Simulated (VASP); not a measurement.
Here is a VASP 6.6.1 calculation.

INCAR

```
PREC = Accurate ; ENCUT = 520
EDIFF = 1E-6 ; ISMEAR = -1
SIGMA = 0.05 ; LREAL = F
LASPH = T ; NELM = 80
ALGO = Normal ; ISIF = 2
LWAVE = F ; LCHARG = F
GGA = PE ; NBANDS = 15
```

KPOINTS

```
regular mesh
0
Gamma
  4 4 4
```

POSCAR

```
TaN
1.0
    0.0000000000      2.4911437700      2.4911437700
    2.4911437700      0.0000000000      2.4911437700
    2.4911437700      2.4911437700      0.0000000000
Ta N
1 1
Direct
    0.0000000000      0.0000000000      0.0000000000
    0.2500000000      0.2500000000      0.2500000000
```

Potentials or basis: VASP PAW PBE potentials, release 64 (Ta_pv, N).

Launch:

```bash
$ cat potpaw_PBE.64/Ta_pv/POTCAR potpaw_PBE.64/N/POTCAR > POTCAR
$ mpirun -np 1 vasp_std > vasp.out
```

Q: Estimate the band gap on the k mesh.

A: Zero (band 8 reaches 5.84 eV, above the bottom of band 9 at 5.42 eV).

Q: Predict the pressure.

A: -24.8 GPa.

Caveat: the k points lie up to 0.55 Å⁻¹ apart; spin-orbit coupling is left out, which moves the levels of the heavy elements.
